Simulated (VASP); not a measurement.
Write the native input for VASP 6.6.1 that does the following.

```
Task                   : single point
Functional             : PBEsol
Potentials or basis    : VASP PAW PBE potentials, release 64 (Ta_pv, Cu)
Cutoff                 : 520 eV
k mesh                 : 9 × 9 × 9
Occupations            : fermi-dirac, width 0.05 eV
Spin                   : no spin polarisation
Dipole correction      : no
Further INCAR settings : ALGO = Fast; EDIFF = 1e-07; NBANDS = 30
```

The structure of Ta3Cu lies in POSCAR:

```
Ta3Cu
1.0
   -1.9736894358      1.9736894358      4.0999931176
    1.9736894358     -1.9736894358      4.0999931176
    1.9736894358      1.9736894358     -4.0999931176
Ta Cu
3 1
Direct
    0.5000000000      0.5000000000      0.0000000000
    0.2500000000      0.7500000000      0.5000000000
    0.7500000000      0.2500000000      0.5000000000
    0.0000000000      0.0000000000      0.0000000000
```

One way to write it, as run:

INCAR

```
SYSTEM = Ta3Cu
ALGO     = Fast           ! electronic algorithm
EDIFF    = 1E-7           ! SCF threshold, eV
ENCUT    = 520            ! plane-wave cutoff, eV
GGA      = PS             ! functional
ISIF     = 2              ! what is computed and relaxed
ISMEAR   = -1             ! smearing method
LASPH    = .TRUE.         ! aspherical terms in the spheres
LCHARG   = .TRUE.         ! write CHGCAR
LELF     = .TRUE.         ! ELF
LREAL    = .FALSE.        ! projectors in reciprocal space
LVHAR    = .TRUE.       
LWAVE    = .FALSE.        ! write WAVECAR
NBANDS   = 30             ! bands
NELM     = 100            ! most SCF steps
PREC     = Accurate       ! precision mode
SIGMA    = 0.05           ! smearing width, eV
```

KPOINTS

```
k-points
0
G
  9 9 9
  0 0 0
```

Potentials or basis: VASP PAW PBE potentials, release 64 (Ta_pv, Cu).

The run is started by

```sh
$ cat potpaw_PBE.64/Ta_pv/POTCAR potpaw_PBE.64/Cu/POTCAR > POTCAR
$ mpirun -np 1 vasp_std > vasp.out
```

Results of the run:

The pressure is 5.4 GPa and the band gap on the k mesh is zero (band 22 reaches 7.38 eV, above the bottom of band 23 at 5.88 eV).

Caveat: the PAW data sets were made with another functional, which shifts forces and pressure a little; spin-orbit coupling is left out, which moves the levels of the heavy elements.

Wall time 4.2 min on 1 thread of AMD EPYC 9R45 96-Core Processor (Zen 5), with other jobs on the host, peak memory 0.29 GiB.
